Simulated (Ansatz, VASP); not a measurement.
**Rh in VASP and in Ansatz**

```xyz
2
Lattice="2.7611 0.0000 0.0000 -1.3806 2.3912 0.0000 0.0000 0.0000 4.4453" Properties=species:S:1:pos:R:3 pbc="T T T"
Rh    0.0000    1.5942    1.1113
Rh    1.3806    0.7971    3.3340
```

Alike in both runs: functional PBE; k mesh 17 × 17 × 10; occupations fermi-dirac, width 0.05 eV; no spin polarisation.

Ansatz relaxed the structure, and its values are those at the end. VASP's run is a single point on that final structure, the one shown.

|  | VASP | Ansatz |
| --- | --- | --- |
| version | VASP 6.6.1 | Ansatz 0.2.0 |
| potentials or method | VASP PAW PBE potentials, release 64 (Rh_pv), cutoff 520 eV | all-electron LAPW, non-relativistic |

```tsv
	VASP	Ansatz	Ansatz less VASP
pressure (GPa)	-9.1	0.0	+9.07
```

One of these differences is far larger than is usual between the two programs; its cause wasn't traced. Ansatz ran all-electron here, and VASP with PAW potentials.
